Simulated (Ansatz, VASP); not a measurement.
## Two plane-wave programs on Ge

```
CELL_PARAMETERS angstrom
0.00000 2.70241 2.92928
2.70241 0.00000 2.92928
2.70241 2.70241 0.00000
ATOMIC_POSITIONS crystal
Ge 0.00000 0.00000 0.00000
Ge 0.25000 0.25000 0.25000
```

Change from the starting cell: epitaxial_xy strain -4.7%.

Alike in both runs: task single point; functional PBE; k mesh 8 × 8 × 8; occupations fermi-dirac, width 0.02 eV; no spin polarisation.

|  | VASP | Ansatz |
| --- | --- | --- |
| version | VASP 6.6.1 | Ansatz 0.2.0 |
| potentials or method | VASP PAW PBE potentials, release 64 (Ge_d) | plane waves, PAW |
| plane-wave cutoff (eV) | 500 | 420 |
| valence electrons in the cell | 28 | 28 |

Ansatz gave:

* pressure (GPa): 8.4
* traceless stress, the component that is largest in VASP (GPa): -4.48

Q: Estimate VASP's values.

A: Pressure (GPa): 8.3; traceless stress, the component that is largest in VASP (GPa): -4.50.
